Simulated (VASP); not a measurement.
# GaN (P6_3mc) in VASP: a series of runs, part 2 of 2

VASP 6.6.1.

## 4. Relaxation of cell and atoms, PBEsol, target pressure 7 GPa, at which the enthalpy is minimised

INCAR

```
SYSTEM = GaN
ALGO = Normal
EDIFF = 1E-6
EDIFFG = -0.002
ENCUT = 600
GGA = PS
IBRION = 2
ISIF = 3
ISMEAR = 0
LASPH = .TRUE.
LCHARG = .FALSE.
LREAL = .FALSE.
LWAVE = .FALSE.
NELM = 100
NSW = 100
PREC = Accurate
PSTRESS = 70.0
SIGMA = 0.01
```

KPOINTS

```
k-points
0
G
  8 8 4
  0 0 0
```

POSCAR

```
GaN
1.0
    3.1825745955      0.0000000000      0.0000000000
   -1.5912872977      2.7561904491      0.0000000000
    0.0000000000      0.0000000000      5.1854102025
Ga N
2 2
Direct
    0.3333333333      0.6666666667     -0.0008061560
    0.6666666667      0.3333333333      0.4991938440
    0.3333333333      0.6666666667      0.3758061560
    0.6666666667      0.3333333333      0.8758061560
```

Potentials or basis: VASP PAW PBE potentials, release 64 (Ga_d, N).

Launch:

```sh
> cat potpaw_PBE.64/Ga_d/POTCAR potpaw_PBE.64/N/POTCAR > POTCAR
> mpirun -np 1 vasp_std > vasp.out
```

OUTCAR:

```text
SYSTEM = GaN
   EDIFF = 1E-6
   EDIFFG = -0.002
   ENCUT = 600
   GGA = PS
   IBRION = 2
   ISIF = 3
   ISMEAR = 0
   LASPH = .TRUE.
   LREAL = .FALSE.
   NELM = 100
   NSW = 100
   PREC = Accurate
   PSTRESS = 70.0

 ion  position               nearest neighbor table
   1  0.333  0.667  0.999-   4 1.95   4 1.95   4 1.95   3 1.95
   2  0.667  0.333  0.499-   3 1.95   3 1.95   3 1.95   4 1.95
   3  0.333  0.667  0.376-   2 1.95   2 1.95   2 1.95   1 1.95
   4  0.667  0.333  0.876-   1 1.95   1 1.95   1 1.95   2 1.95

  LATTYP: Found a hexagonal cell.
 ALAT       =     3.1825745955
 C/A-ratio  =     1.6293130128

  Lattice vectors:

 A1 = (   3.1825745955,   0.0000000000,   0.0000000000)
 A2 = (  -1.5912872977,   2.7561904491,   0.0000000000)
 A3 = (   0.0000000000,   0.0000000000,   5.1854102025)

Analysis of symmetry for initial positions (statically):
=====================================================================
 Subroutine PRICEL returns:
 Original cell was already a primitive cell.

 Routine SETGRP: Setting up the symmetry group for a
 hexagonal supercell.

 Subroutine GETGRP returns: Found 12 space group operations
 (whereof  6 operations were pure point group operations)
 out of a pool of 24 trial point group operations.

The static configuration has the point symmetry C_3v.
 The point group associated with its full space group is C_6v.

Analysis of symmetry for dynamics (positions and initial velocities):
=====================================================================
 Subroutine PRICEL returns:
 Original cell was already a primitive cell.

 Routine SETGRP: Setting up the symmetry group for a
 hexagonal supercell.

 Subroutine GETGRP returns: Found 12 space group operations
 (whereof  6 operations were pure point group operations)
 out of a pool of 24 trial point group operations.

The dynamic configuration has the point symmetry C_3v.
 The point group associated with its full space group is C_6v.

 Subroutine INISYM returns: Found 12 space group operations
 (whereof  6 operations are pure point group operations),
 and found     1 'primitive' translations

----------------------------------------------------------------------------------------

                                     Primitive cell

  volume of cell :      45.4853

  direct lattice vectors                    reciprocal lattice vectors
     3.182574596  0.000000000  0.000000000     0.314211017  0.181409815  0.000000000
    -1.591287298  2.756190449  0.000000000     0.000000000  0.362819630  0.000000000
     0.000000000  0.000000000  5.185410202     0.000000000  0.000000000  0.192848774

  length of vectors
     3.182574596  3.182574595  5.185410202     0.362819630  0.362819630  0.192848774

  position of ions in fractional coordinates (direct lattice)
     0.333333333  0.666666667  0.999193844
     0.666666667  0.333333333  0.499193844
     0.333333333  0.666666667  0.375806156
     0.666666667  0.333333333  0.875806156

  ion indices of the primitive-cell ions
   primitive index   ion index
                 1           1
                 2           2
                 3           3
                 4           4

[... 30 lines left out ...]
  0.250000  0.000000  0.000000      6.000000
  0.375000  0.000000  0.000000      6.000000
  0.500000  0.000000  0.000000      3.000000
  0.125000  0.125000  0.000000      6.000000
[... 16 lines left out ...]
  0.250000  0.000000  0.500000      6.000000
  0.375000  0.000000  0.500000      6.000000
 [... further k-points ...]
   k-points           NKPTS =     30   k-points in BZ     NKDIM =     30   number of bands    NBANDS=     22
   number of dos      NEDOS =    301   number of ions     NIONS =      4
   total plane-waves  NPLWV =  32928
   dimension x,y,z NGX =    28 NGY =   28 NGZ =   42
   dimension x,y,z NGXF=    56 NGYF=   56 NGZF=   84
   ions per type =               2   2
   NGX,Y,Z   is equivalent  to a cutoff of  14.63, 14.63, 13.47 a.u.
   NGXF,Y,Z  is equivalent  to a cutoff of  29.25, 29.25, 26.93 a.u.
 SYSTEM =  GaN
   PREC   = accura    normal or accurate (medium, high low for compatibility)
   ISTART =      0    job   : 0-new  1-cont  2-samecut
   ICHARG =      2    charge: 1-file 2-atom 10-const
   ISPIN  =      1    spin polarized calculation?
   LNONCOLLINEAR =      F non collinear calculations
   LSORBIT =      F    spin-orbit coupling
   LASPH  =      T    aspherical Exc in radial PAW
   ENCUT  =  600.0 eV  44.10 Ry    6.64 a.u.   6.36  6.36 10.36*2*pi/ulx,y,z
   NELM   =    100;   NELMIN=  2; NELMDL= -5     # of ELM steps
   EDIFF  = 0.1E-05   stopping-criterion for ELM
   LREAL  =      F    real-space projection
   EDIFFG = -.2E-02   stopping-criterion for IOM
   NSW    =    100    number of steps for IOM
   IBRION =      2    ionic relax: 0-MD 1-quasi-New 2-CG
   NFREE  =      1    steps in history (QN), initial steepest desc. (CG)
   ISIF   =      3    stress and relaxation
   ISYM   =      2    0-nonsym 1-usesym 2-fastsym
   POTIM  = 0.5000    time-step for ionic-motion
   TEBEG  =    0.0;   TEEND  =   0.0 temperature during run
   PSTRESS=   70.0 pullay stress
   NELECT =      36.0000    total number of electrons
   NUPDOWN=      -1.0000    fix difference up-down
   EMIN   =  10.00;   EMAX   =-10.00  energy-range for DOS
   EFERMI =   0.00;   METHOD = LEGACY
   ISMEAR =     0;   SIGMA  =   0.01  broadening in eV -4-tet -1-fermi 0-gaus
   EFERMI_NEDOS =   21; number of points for ismear=-14 and -15
   IALGO  =     38    algorithm
   IMIX   =      4    mixing-type and parameters
     AMIX     =   0.40;   BMIX     =  1.00
     AMIX_MAG =   1.60;   BMIX_MAG =  1.00
  volume/ion in A,a.u.               =      11.37        76.74
  Fermi-wavevector in a.u.,A,eV,Ry     =   1.514324  2.861657 31.200553  2.293176
  Thomas-Fermi vector in A             =   2.623996
   LORBIT       =      0    0 simple, 1 ext, 2 COOP (PROOUT), +10 PAW based schemes
   GGA     = PS    functional components
   LHFCALC =     F    Hartree Fock is set to
   AEXX    =    0.0000 exact exchange contribution
   IVDW    =     0    specifies the selected vdW correction
   LEPSILON=     F    determine dielectric tensor
   LRPA    =     F    only Hartree local field effects (RPA)
 conjugate gradient relaxation of ions
 non-spin polarized calculation
 Gauss-broadening in eV      SIGMA  =   0.01
  energy-cutoff  :      600.00
  volume of cell :       45.49
 maximum number of plane-waves:      1538
 NGX is ok and might be reduce to    28
   NGX = 13   NGY = 13   NGZ = 21

--------------------------------------- Ionic step        1  -------------------------------------------

 number of electron      35.9999996 magnetization

 Free energy of the ion-electron system (eV)
  ---------------------------------------------------
  ext. energy  EPLUGINS =         0.00000000
  ---------------------------------------------------
  free energy    TOTEN  =       -26.27160232 eV

  energy without entropy =      -26.27160232  energy(sigma->0) =      -26.27160232

------------------------ aborting loop because EDIFF is reached ----------------------------------------

  FORCE on cell =-STRESS in cart. coord.  units (eV):
  Direction    XX          YY          ZZ          XY          YZ          ZX
  --------------------------------------------------------------------------------------
  -------------------------------------------------------------------------------------
  Total       -0.1055756     -0.1055756     -0.1001345     -0.0000000      0.0000000      0.0000000
  in kB       -3.7188040     -3.7188040     -3.5271461     -0.0000000      0.0000000      0.0000000
  external PRESSURE =     -73.6549180 kB  Pullay stress =      70.0000000 kB
[... 227 lines left out ...]
--------------------------------------- Ionic step        7  -------------------------------------------

 number of electron      35.9999991 magnetization

 Free energy of the ion-electron system (eV)
  ---------------------------------------------------
  ext. energy  EPLUGINS =         0.00000000
  ---------------------------------------------------
  free energy    TOTEN  =       -26.23950422 eV

  energy without entropy =      -26.23950422  energy(sigma->0) =      -26.23950422

 E-fermi :   5.7000     XC(G=0): -12.1253

 val. band max:        5.6424901501   @ k =   0.0000   0.0000   0.0000
 cond. band min:       7.7775218254   @ k =   0.0000   0.0000   0.0000
 fundamental gap:      2.1350316753
 Fermi energy:         5.6999517365

 k-point     1 :       0.0000    0.0000    0.0000
  band No.  band energies     occupation
      1     -10.6990      2.00000
      2      -9.6095      2.00000
      3      -7.8026      2.00000
      4      -7.7853      2.00000
      5      -7.7853      2.00000
      6      -7.7149      2.00000
[... 589 lines left out ...]
     21      13.6517      0.00000
     22      13.6517      0.00000

 [... further k-points ...]

------------------------ aborting loop because EDIFF is reached ----------------------------------------

  FORCE on cell =-STRESS in cart. coord.  units (eV):
  Direction    XX          YY          ZZ          XY          YZ          ZX
  --------------------------------------------------------------------------------------
  -------------------------------------------------------------------------------------
  Total        1.9120182      1.9120182      1.9235264      0.0000000      0.0000000      0.0000000
  in kB       69.8386906     69.8386906     70.2590411      0.0000000      0.0000000      0.0000000
  external PRESSURE =      -0.0211926 kB  Pullay stress =      70.0000000 kB
[... 23 lines left out ...]
  energy  without entropy=      -26.2395042174  energy(sigma->0) =      -26.23950422

  enthalpy is  TOTEN    =       -24.3230697400 eV   P V=        1.9164344774

 reached required accuracy - stopping structural energy minimisation
```

Wall time 1.9 min (1 thread of Intel Xeon Platinum 8488C (Sapphire Rapids), shared host); peak memory 0.2 GiB.

What came out:

- Free energy: -26.2395 eV
- Relaxed volume: 10.97 Å³/atom
- Relaxed cell: a = 3.144 Å, b = 3.144 Å, c = 5.123 Å, α = 90.00°, β = 90.00°, γ = 120.00°
- Space group after relaxing (to 0.05 Å): P6_3mc (No. 186)
- Energy change on relaxing (the enthalpy is what falls): +8.0 meV/atom
- Ionic steps: 7
- Pressure after relaxing: 7.0 GPa
- Band gap on the k mesh: 2.13 eV, direct

Step by step:
| step | energy change (eV) | largest force (eV/Å) | pressure (GPa) | volume (Å³) |
| --- | --- | --- | --- | --- |
| 1 | 0.0000 | 0.0002 | -0.37 | 45.49 |
| 2 | 0.1576 | 0.0185 | 16.42 | 42.13 |
| 3 | 0.0316 | 0.0077 | 6.87 | 43.88 |
| 4 | 0.0330 | 0.0079 | 7.08 | 43.84 |
| 5 | 0.0316 | 0.0023 | 6.80 | 43.88 |
| 6 | 0.0322 | 0.0026 | 7.03 | 43.86 |
| 7 | 0.0321 | 0.0003 | 7.00 | 43.86 |

Final structure:
```yaml
crystal:
  lattice:
    - [3.14432, 0.00000, 0.00000]
    - [-1.57216, 2.72306, 0.00000]
    - [0.00000, 0.00000, 5.12297]
  atoms:
    - { symbol: Ga, position: [0.33333, 0.66667, 0.99923] }
    - { symbol: Ga, position: [0.66667, 0.33333, 0.49923] }
    - { symbol: N, position: [0.33333, 0.66667, 0.37577] }
    - { symbol: N, position: [0.66667, 0.33333, 0.87577] }
```

Caveat: the cell is relaxed towards a set pressure, so the enthalpy falls and the energy may rise; the PAW data sets were made with another functional, which shifts forces and pressure a little.

## 5. Relaxation of cell and atoms, PBEsol, target pressure 10 GPa, at which the enthalpy is minimised

INCAR

```
  PREC = Accurate
  ENCUT = 600
  EDIFF = 1E-7
  ISMEAR = 0
  SIGMA = 0.01
  LREAL = F
  LASPH = T
  NELM = 80
  ALGO = Normal
  ISIF = 3
  LWAVE = F
  LCHARG = F
  GGA = PS
  IBRION = 2
  NSW = 100
  EDIFFG = -0.002
  PSTRESS = 100.0
```

KPOINTS

```
regular mesh
0
Gamma
  8 8 4
```

POSCAR is that of step 4.

Launch:

```sh
> cat potpaw_PBE.64/Ga_d/POTCAR potpaw_PBE.64/N/POTCAR > POTCAR
> mpirun -np 1 vasp_std > vasp.out
```

Wall time 3.4 min (1 thread of Intel Xeon Platinum 8488C (Sapphire Rapids), shared host); peak memory 0.2 GiB.

The run converged. Its results:

```
Free energy                                            : -26.2085 eV
Relaxed volume                                         : 10.82 Å³/atom
Relaxed cell                                           : a = 3.130 Å, b = 3.130 Å, c = 5.101 Å, α = 90.00°, β = 90.00°, γ = 120.00°
Space group after relaxing (to 0.05 Å)                 : P6_3mc (No. 186)
Energy change on relaxing (the enthalpy is what falls) : +15.8 meV/atom
Ionic steps                                            : 11
Pressure after relaxing                                : 10.0 GPa
Band gap on the k mesh                                 : 2.22 eV, direct
```

Step by step:
```tsv
step	energy change (eV)	largest force (eV/Å)	pressure (GPa)	volume (Å³)
1	0.0000	0.0002	-0.39	45.49
2	0.3305	0.0276	25.40	40.80
3	0.0615	0.0108	9.87	43.30
4	0.0642	0.0111	10.09	43.26
5	0.0620	0.0034	9.85	43.29
6	0.0629	0.0029	10.01	43.28
7	0.0628	0.0020	9.97	43.28
8	0.0628	0.0028	9.96	43.28
9	0.0629	0.0029	9.98	43.28
10	0.0630	0.0003	10.01	43.28
11	0.0631	0.0007	10.00	43.28
```

Final structure:
```
Ga N
1.0
     3.12997    0.00000    0.00000
    -1.56499    2.71064    0.00000
     0.00000    0.00000    5.10080
Ga N
2 2
Direct
  0.33333 0.66667 0.99930
  0.66667 0.33333 0.49930
  0.33333 0.66667 0.37571
  0.66667 0.33333 0.87570
```

Levels at points of the mesh, in eV from the valence-band top:
```
           k point  band 15  band 16  band 17  band 18  band 19  band 20  band 21  band 22
(0.00, 0.00, 0.00)    -1.11    -0.05     0.00     0.00     2.22     4.54     9.40    10.11
(0.50, 0.00, 0.00)    -4.51    -2.97    -2.41    -1.08     5.08     5.77     6.11     8.99
(0.00, 0.00, 0.50)    -0.57    -0.57    -0.57    -0.57     4.54     4.54     8.64     8.64
(0.50, 0.00, 0.50)    -2.10    -2.10    -2.04    -2.04     4.45     4.45     8.01     8.01
```

Caveat: the cell is relaxed towards a set pressure, so the enthalpy falls and the energy may rise; the PAW data sets were made with another functional, which shifts forces and pressure a little. PBEsol gaps usually lie below the measured ones, often by a third to a half.

## 6. Summary

```csv
cell,gap on the mesh (eV),pressure (GPa)
relaxed to 2 GPa,1.97,2.0
relaxed to 4 GPa,2.04,4.0
relaxed to 7 GPa,2.13,7.0
relaxed to 10 GPa,2.22,10.0
```

Alike in all rows: task relaxation of cell and atoms; level PBEsol; potentials or basis VASP PAW PBE potentials, release 64 (Ga_d, N); no spin polarisation; k mesh 8 × 8 × 4; cutoff (eV) 600; smearing gaussian 0.01 eV.

Caveats: the cell is relaxed towards a set pressure, so the enthalpy falls and the energy may rise; the PAW data sets were made with another functional, which shifts forces and pressure a little.

Total energies depend on the potentials used, so only differences within one code and one set of settings carry meaning.
